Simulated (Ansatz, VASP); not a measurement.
# ZnC3 in VASP and in Ansatz

```
Zn C
1.0
     4.48360    0.00000    0.00000
    -2.24180    3.88291    0.00000
     0.00000    0.00000    7.47812
Zn C
2 6
Direct
  0.33333 0.66667 0.25000
  0.66667 0.33333 0.75000
  0.89170 0.78340 0.25000
  0.10830 0.89170 0.75000
  0.21660 0.10830 0.25000
  0.10830 0.21660 0.75000
  0.89170 0.10830 0.25000
  0.78340 0.89170 0.75000
```

Alike in both runs: functional PBE; k mesh 9 × 9 × 6; occupations gaussian, width 0.01 eV; no spin polarisation.

Ansatz relaxed the structure, and its values are those at the end. VASP's run is a single point on that final structure, the one shown.

|  | VASP | Ansatz |
| --- | --- | --- |
| version | VASP 6.6.1 | Ansatz 0.2.0 |
| potentials or method | VASP PAW PBE potentials, release 64 (Zn, C), cutoff 520 eV | scalar-relativistic, plane waves, PAW |
| valence electrons in the cell | 48 | 48 |

Ansatz gave:

* gap on the k mesh at the Fermi level (eV): 0.26
* least direct gap on the mesh (eV): 0.26
* pressure (GPa): 0.0
* rms of the force components (eV/Å): 0.000

Problem. Which values does VASP return?

Solution. gap on the k mesh at the Fermi level (eV): 0.25; least direct gap on the mesh (eV): 0.25; pressure (GPa): 0.5; rms of the force components (eV/Å): 0.080.
